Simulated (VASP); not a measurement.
# C (P6_3/mmc) in VASP: further runs

C is run at these levels: PBE; tasks: single point.

Everything below comes from runs of VASP 6.6.1. Logs are shortened: lines on timing, memory, paths and dates and some standing lists are left out, and cuts for length are marked.

### 1 The cell of the first run

The structure is hexagonal, space group P6_3/mmc (No. 194). The conventional cell has a = 2.467 Å, b = 2.467 Å, c = 8.135 Å, α = 90.00°, β = 90.00°, γ = 120.00°. Within 2.0 Å of C (site symmetry 3m) lie 4 C at 1.51 Å. Within 2.0 Å of C (site symmetry 3m) lie 4 C at 1.51 to 1.54 Å.

### 2 Single point, PBE (volume changed by -6%)

The input, INCAR:

```
PREC = Accurate ; ENCUT = 520
EDIFF = 1E-6 ; ISMEAR = 0
SIGMA = 0.01 ; LREAL = F
LASPH = T ; NELM = 60
ALGO = Normal ; ISIF = 2
LWAVE = F ; LCHARG = F
GGA = PE ; NBANDS = 26
```

The input, KPOINTS:

```
Automatic mesh
0
Gamma
  9 9 4
```

The input, POSCAR:

```
C
1.0
    2.4665953536      0.0000000000      0.0000000000
   -1.2332976768      2.1361342371      0.0000000000
    0.0000000000      0.0000000000      8.1349378710
C
8
Direct
    0.0000000000      0.0000000000      0.0007812096
    0.3333333333      0.6666666667      0.2492781312
    0.0000000000      0.0000000000      0.5007812096
    0.6666666667      0.3333333333      0.7492781312
    0.0000000000      0.0000000000      0.1867187904
    0.3333333333      0.6666666667      0.4382218688
    0.0000000000      0.0000000000      0.6867187904
    0.6666666667      0.3333333333      0.9382218688
```

Potentials or basis: VASP PAW PBE potentials, release 64 (C).

Run with:

```bash
> cat potpaw_PBE.64/C/POTCAR > POTCAR
> mpirun -np 1 vasp_std > vasp.out
```

OUTCAR:

```text
PREC = Accurate
   ENCUT = 520
   EDIFF = 1E-6
   ISMEAR = 0
   LREAL = F
   LASPH = T
   NELM = 60
   ISIF = 2
   GGA = PE

 ion  position               nearest neighbor table
   1  0.000  0.000  0.001-   8 1.51   8 1.51   8 1.51   5 1.51
   2  0.333  0.667  0.249-   5 1.51   5 1.51   5 1.51   6 1.54
   3  0.000  0.000  0.501-   6 1.51   6 1.51   6 1.51   7 1.51
   4  0.667  0.333  0.749-   7 1.51   7 1.51   7 1.51   8 1.54
   5  0.000  0.000  0.187-   2 1.51   2 1.51   2 1.51   1 1.51
   6  0.333  0.667  0.438-   3 1.51   3 1.51   3 1.51   2 1.54
   7  0.000  0.000  0.687-   4 1.51   4 1.51   4 1.51   3 1.51
   8  0.667  0.333  0.938-   1 1.51   1 1.51   1 1.51   4 1.54

  LATTYP: Found a hexagonal cell.
 ALAT       =     2.4665953536
 C/A-ratio  =     3.2980431343

  Lattice vectors:

 A1 = (   2.4665953536,   0.0000000000,   0.0000000000)
 A2 = (  -1.2332976768,   2.1361342371,   0.0000000000)
 A3 = (   0.0000000000,   0.0000000000,   8.1349378710)

Analysis of symmetry for initial positions (statically):
=====================================================================
 Subroutine PRICEL returns:
 Original cell was already a primitive cell.

 Routine SETGRP: Setting up the symmetry group for a
 hexagonal supercell.

 Subroutine GETGRP returns: Found 24 space group operations
 (whereof  6 operations were pure point group operations)
 out of a pool of 24 trial point group operations.

The static configuration has the point symmetry C_3v.
 The point group associated with its full space group is D_6h.

Analysis of symmetry for dynamics (positions and initial velocities):
=====================================================================
 Subroutine PRICEL returns:
 Original cell was already a primitive cell.

 Routine SETGRP: Setting up the symmetry group for a
 hexagonal supercell.

 Subroutine GETGRP returns: Found 24 space group operations
 (whereof  6 operations were pure point group operations)
 out of a pool of 24 trial point group operations.

The dynamic configuration has the point symmetry C_3v.
 The point group associated with its full space group is D_6h.

 Subroutine INISYM returns: Found 24 space group operations
 (whereof  6 operations are pure point group operations),
 and found     1 'primitive' translations

----------------------------------------------------------------------------------------

                                     Primitive cell

  volume of cell :      42.8628

  direct lattice vectors                    reciprocal lattice vectors
     2.466595354  0.000000000  0.000000000     0.405417126  0.234067687  0.000000000
    -1.233297677  2.136134237  0.000000000     0.000000000  0.468135374  0.000000000
     0.000000000  0.000000000  8.134937871     0.000000000  0.000000000  0.122926569

  length of vectors
     2.466595354  2.466595354  8.134937871     0.468135374  0.468135374  0.122926569

  position of ions in fractional coordinates (direct lattice)
     0.000000000  0.000000000  0.000781210
     0.333333333  0.666666667  0.249278131
     0.000000000  0.000000000  0.500781210
     0.666666667  0.333333333  0.749278131
     0.000000000  0.000000000  0.186718790
     0.333333333  0.666666667  0.438221869
     0.000000000  0.000000000  0.686718790
     0.666666667  0.333333333  0.938221869

  ion indices of the primitive-cell ions
   primitive index   ion index
                 1           1
                 2           2
                 3           3
                 4           4
                 5           5
                 6           6
                 7           7
                 8           8

----------------------------------------------------------------------------------------

 KPOINTS: Automatic mesh

Automatic generation of k-mesh.
 Grid dimensions read from file:
 generate k-points for:    9    9    4

 Generating k-lattice:

  Cartesian coordinates                     Fractional coordinates (reciprocal lattice)
     0.045046347  0.026007521  0.000000000     0.111111111  0.000000000  0.000000000
     0.000000000  0.052015042  0.000000000     0.000000000  0.111111111  0.000000000
     0.000000000  0.000000000  0.030731642     0.000000000  0.000000000  0.250000000

  Length of vectors
     0.052015042  0.052015042  0.030731642

  Shift w.r.t. Gamma in fractional coordinates (k-lattice)
     0.000000000  0.000000000  0.000000000

 Subroutine IBZKPT returns following result:
 ===========================================

 Found     36 irreducible k-points:

 Following reciprocal coordinates:
            Coordinates               Weight
  0.000000  0.000000  0.000000      1.000000
  0.111111  0.000000  0.000000      6.000000
  0.222222  0.000000  0.000000      6.000000
  0.333333  0.000000  0.000000      6.000000
  0.444444  0.000000  0.000000      6.000000
  0.111111  0.111111  0.000000      6.000000
[... 16 lines left out ...]
  0.333333  0.222222  0.250000     24.000000
  0.333333  0.333333  0.250000      4.000000
 [... further k-points ...]
   k-points           NKPTS =     36   k-points in BZ     NKDIM =     36   number of bands    NBANDS=     26
   number of dos      NEDOS =    301   number of ions     NIONS =      8
   total plane-waves  NPLWV =  20736
   dimension x,y,z NGX =    18 NGY =   18 NGZ =   64
   dimension x,y,z NGXF=    36 NGYF=   36 NGZF=  128
   ions per type =               8
   NGX,Y,Z   is equivalent  to a cutoff of  12.13, 12.13, 13.08 a.u.
   NGXF,Y,Z  is equivalent  to a cutoff of  24.26, 24.26, 26.16 a.u.
 SYSTEM =  unknown system
   PREC   = accura    normal or accurate (medium, high low for compatibility)
   ISTART =      0    job   : 0-new  1-cont  2-samecut
   ICHARG =      2    charge: 1-file 2-atom 10-const
   ISPIN  =      1    spin polarized calculation?
   LNONCOLLINEAR =      F non collinear calculations
   LSORBIT =      F    spin-orbit coupling
   LASPH  =      T    aspherical Exc in radial PAW
   ENCUT  =  520.0 eV  38.22 Ry    6.18 a.u.   4.59  4.59 15.13*2*pi/ulx,y,z
   NELM   =     60;   NELMIN=  2; NELMDL= -5     # of ELM steps
   EDIFF  = 0.1E-05   stopping-criterion for ELM
   LREAL  =      F    real-space projection
   EDIFFG = 0.1E-04   stopping-criterion for IOM
   NSW    =      0    number of steps for IOM
   IBRION =     -1    ionic relax: 0-MD 1-quasi-New 2-CG
   NFREE  =      0    steps in history (QN), initial steepest desc. (CG)
   ISIF   =      2    stress and relaxation
   ISYM   =      2    0-nonsym 1-usesym 2-fastsym
   POTIM  = 0.5000    time-step for ionic-motion
   TEBEG  =    0.0;   TEEND  =   0.0 temperature during run
   PSTRESS=    0.0 pullay stress
   NELECT =      32.0000    total number of electrons
   NUPDOWN=      -1.0000    fix difference up-down
   EMIN   =  10.00;   EMAX   =-10.00  energy-range for DOS
   EFERMI =   0.00;   METHOD = LEGACY
   ISMEAR =     0;   SIGMA  =   0.01  broadening in eV -4-tet -1-fermi 0-gaus
   EFERMI_NEDOS =   21; number of points for ismear=-14 and -15
   IALGO  =     38    algorithm
   IMIX   =      4    mixing-type and parameters
     AMIX     =   0.40;   BMIX     =  1.00
     AMIX_MAG =   1.60;   BMIX_MAG =  1.00
  volume/ion in A,a.u.               =       5.36        36.16
  Fermi-wavevector in a.u.,A,eV,Ry     =   1.485130  2.806490 30.009178  2.205612
  Thomas-Fermi vector in A             =   2.598581
   LORBIT       =      0    0 simple, 1 ext, 2 COOP (PROOUT), +10 PAW based schemes
   GGA     = PE    functional components
   LHFCALC =     F    Hartree Fock is set to
   AEXX    =    0.0000 exact exchange contribution
   IVDW    =     0    specifies the selected vdW correction
   LEPSILON=     F    determine dielectric tensor
   LRPA    =     F    only Hartree local field effects (RPA)
 non-spin polarized calculation
 Gauss-broadening in eV      SIGMA  =   0.01
  energy-cutoff  :      520.00
  volume of cell :       42.86
 maximum number of plane-waves:      1176
   NGX =  9   NGY =  9   NGZ = 31

 number of electron      31.9999994 magnetization

 Free energy of the ion-electron system (eV)
  ---------------------------------------------------
  ext. energy  EPLUGINS =         0.00000000
  ---------------------------------------------------
  free energy    TOTEN  =       -72.40683065 eV

  energy without entropy =      -72.40683065  energy(sigma->0) =      -72.40683065

 E-fermi :  10.7653     XC(G=0): -13.5368

 val. band max:       10.7148604445   @ k =   0.0000   0.0000   0.0000
 cond. band min:      15.4141099105   @ k =   0.4444   0.0000   0.0000
 fundamental gap:      4.6992494660
 Fermi energy:        10.7652512843

 k-point     1 :       0.0000    0.0000    0.0000
  band No.  band energies     occupation
      1     -11.7009      2.00000
      2      -9.9906      2.00000
      3      -9.8842      2.00000
      4      -5.6985      2.00000
      5      -3.4644      2.00000
      6       3.5739      2.00000
[... 18 lines left out ...]
     25      19.4576      0.00000
     26      19.9504      0.00000

 k-point     2 :       0.1111    0.0000    0.0000
  band No.  band energies     occupation
      1     -11.3836      2.00000
      2      -9.6777      2.00000
      3      -9.5728      2.00000
      4      -5.4175      2.00000
      5      -3.1658      2.00000
      6       3.7309      2.00000
[... 18 lines left out ...]
     25      19.9619      0.00000
     26      20.6922      0.00000

 k-point     3 :       0.2222    0.0000    0.0000
  band No.  band energies     occupation
      1     -10.4375      2.00000
      2      -8.7458      2.00000
      3      -8.6462      2.00000
      4      -4.5808      2.00000
      5      -2.3120      2.00000
      6       2.9529      2.00000
[... 18 lines left out ...]
     25      21.4299      0.00000
     26      21.8421      0.00000

 k-point     4 :       0.3333    0.0000    0.0000
  band No.  band energies     occupation
      1      -8.8865      2.00000
      2      -7.2217      2.00000
      3      -7.1400      2.00000
      4      -3.2255      2.00000
      5      -1.4021      2.00000
      6      -0.0910      2.00000
[... 18 lines left out ...]
     25      22.5248      0.00000
     26      23.0311      0.00000

 k-point     5 :       0.4444    0.0000    0.0000
  band No.  band energies     occupation
      1      -6.8307      2.00000
      2      -5.3470      2.00000
      3      -5.2308      2.00000
      4      -3.4380      2.00000
      5      -2.3771      2.00000
      6      -2.1682      2.00000
[... 18 lines left out ...]
     25      23.0913      0.00000
     26      23.7849      0.00000

 k-point     6 :       0.1111    0.1111    0.0000
  band No.  band energies     occupation
      1     -10.7517      2.00000
      2      -9.0553      2.00000
      3      -8.9536      2.00000
      4      -4.8583      2.00000
      5      -2.5871      2.00000
      6       3.9035      2.00000
[... 427 lines left out ...]
 k-point    21 :       0.4444    0.1111    0.2500
  band No.  band energies     occupation
      1      -5.7143      2.00000
      2      -5.2182      2.00000
      3      -4.3902      2.00000
      4      -3.7245      2.00000
      5      -2.6795      2.00000
      6      -2.1215      2.00000
[... 18 lines left out ...]
     25      22.0120      0.00000
     26      23.1281      0.00000

 k-point    22 :       0.2222    0.2222    0.2500
  band No.  band energies     occupation
      1      -7.8685      2.00000
      2      -7.0232      2.00000
      3      -5.3824      2.00000
      4      -3.1782      2.00000
      5      -0.7980      2.00000
      6       0.0656      2.00000
[... 18 lines left out ...]
     25      22.3212      0.00000
     26      22.7586      0.00000

 k-point    23 :       0.3333    0.2222    0.2500
  band No.  band energies     occupation
      1      -5.8673      2.00000
      2      -5.0947      2.00000
      3      -3.7682      2.00000
      4      -2.9023      2.00000
      5      -2.1137      2.00000
      6      -1.1478      2.00000
[... 18 lines left out ...]
     25      23.0342      0.00000
     26      23.6971      0.00000

 k-point    24 :       0.3333    0.3333    0.2500
  band No.  band energies     occupation
      1      -4.2171      2.00000
      2      -3.7176      2.00000
      3      -3.7176      2.00000
      4      -3.5173      2.00000
      5      -1.5706      2.00000
      6      -1.3939      2.00000
[... 18 lines left out ...]
     25      24.0548      0.00000
     26      24.0567      0.00000

 [... further k-points ...]
[... 5 lines left out ...]
  --------------------------------------------------------------------------------------
  -------------------------------------------------------------------------------------
  Total        8.2846646      8.2846646      8.3204922     -0.0000000      0.0000000      0.0000000
  in kB      309.6740547    309.6740548    311.0132649     -0.0000000      0.0000000      0.0000000
  external PRESSURE =     310.1204581 kB  Pullay stress =       0.0000000 kB

 VOLUME and BASIS-vectors are now :
 -----------------------------------------------------------------------------
  energy-cutoff  :      520.00
  volume of cell :       42.86
      direct lattice vectors                 reciprocal lattice vectors
     2.466595354  0.000000000  0.000000000     0.405417126  0.234067687  0.000000000
    -1.233297677  2.136134237  0.000000000     0.000000000  0.468135374  0.000000000
     0.000000000  0.000000000  8.134937871     0.000000000  0.000000000  0.122926569

 POSITION                                       TOTAL-FORCE (eV/Angst)
 -----------------------------------------------------------------------------------
      0.00000      0.00000      0.00636         0.000000      0.000000      0.022558
     -0.00000      1.42409      2.02786        -0.000000      0.000000      0.058661
      0.00000      0.00000      4.07382        -0.000000      0.000000      0.022558
      1.23330      0.71204      6.09533         0.000000      0.000000      0.058661
      0.00000      0.00000      1.51895        -0.000000      0.000000     -0.022558
     -0.00000      1.42409      3.56491        -0.000000     -0.000000     -0.058661
      0.00000      0.00000      5.58641         0.000000      0.000000     -0.022558
      1.23330      0.71204      7.63238         0.000000     -0.000000     -0.058661
 -----------------------------------------------------------------------------------
    total drift:                                0.000000     -0.000000      0.000000

  FREE ENERGIE OF THE ION-ELECTRON SYSTEM (eV)
  ---------------------------------------------------
  free  energy   TOTEN  =       -72.4068306531 eV

  energy  without entropy=      -72.4068306531  energy(sigma->0) =      -72.40683065
```

Run time: 21 s. Hardware: 1 thread of Intel Xeon Platinum 8488C (Sapphire Rapids), shared host; peak memory 0.15 GiB.

Results:

| Quantity | Value |
| --- | --- |
| Free energy | -72.4068 eV |
| Pressure | 31.0 GPa |
| Largest force | 0.059 eV/Å |
| Band gap on the k mesh | 4.70 eV, indirect (least direct gap 5.43 eV) |

Forces in eV/Å, atoms in the order of the input:
```
C    0.000  0.000  0.023
C    0.000  0.000  0.059
C    0.000  0.000  0.023
C    0.000  0.000  0.059
C    0.000  0.000 -0.023
C    0.000  0.000 -0.059
C    0.000  0.000 -0.023
C    0.000  0.000 -0.059
```

Levels at points of the mesh, in eV from the valence-band top:
```csv
k point,band 12,band 13,band 14,band 15,band 16,band 17,band 18,band 19,band 20,band 21
"(0.00, 0.00, 0.00)",-1.83,-1.83,-0.24,0.00,0.00,5.43,5.43,5.62,7.32,7.32
"(0.00, 0.00, 0.50)",-2.75,-0.69,-0.69,-0.69,-0.69,6.24,6.24,6.24,6.24,6.97
```

 A k mesh can miss the band edges.

### 3 Single point, PBE (volume changed by -3%)

The input, INCAR:

```
ALGO = Normal
EDIFF = 1E-7
ENCUT = 520
GGA = PE
ISIF = 2
ISMEAR = 0
LASPH = T
LCHARG = T
LELF = T
LREAL = F
LVHAR = T
LWAVE = F
NBANDS = 26
NELM = 60
PREC = Accurate
SIGMA = 0.01
```

The input, KPOINTS:

```
k-points
0
Gamma
  9 9 4
```

POSCAR: that of step 2 with these lines changed.

```diff
@@ -2,5 +2,5 @@
 1.0
-    2.4665953536      0.0000000000      0.0000000000
-   -1.2332976768      2.1361342371      0.0000000000
-    0.0000000000      0.0000000000      8.1349378710
+    2.4925614234      0.0000000000      0.0000000000
+   -1.2462807117      2.1586215132      0.0000000000
+    0.0000000000      0.0000000000      8.2205750892
 C
```

Potentials or basis: VASP PAW PBE potentials, release 64 (C).

Run with:

```bash
> cat potpaw_PBE.64/C/POTCAR > POTCAR
> mpirun -np 1 vasp_std > vasp.out
```

Run time: 27 s. Hardware: 1 thread of Intel Xeon Platinum 8488C (Sapphire Rapids), shared host; peak memory 0.16 GiB.

The run converged. Its results:

| Quantity | Value |
| --- | --- |
| Free energy | -72.6027 eV |
| Pressure | 14.8 GPa |
| Largest force | 0.030 eV/Å |
| Band gap on the k mesh | 4.63 eV, indirect (least direct gap 5.36 eV) |

Forces in eV/Å, atoms in the order of the input:
```
C    0.000  0.000  0.010
C    0.000  0.000  0.030
C    0.000  0.000  0.010
C    0.000  0.000  0.030
C    0.000  0.000 -0.010
C    0.000  0.000 -0.030
C    0.000  0.000 -0.010
C    0.000  0.000 -0.030
```

Levels at points of the mesh, in eV from the valence-band top:
| k point | band 12 | band 13 | band 14 | band 15 | band 16 | band 17 | band 18 | band 19 | band 20 | band 21 |
| --- | --- | --- | --- | --- | --- | --- | --- | --- | --- | --- |
| (0.00, 0.00, 0.00) | -1.77 | -1.77 | -0.23 | 0.00 | 0.00 | 5.36 | 5.36 | 5.54 | 7.21 | 7.21 |
| (0.00, 0.00, 0.50) | -2.68 | -0.67 | -0.67 | -0.67 | -0.67 | 6.15 | 6.15 | 6.15 | 6.15 | 6.82 |

 A k mesh can miss the band edges.
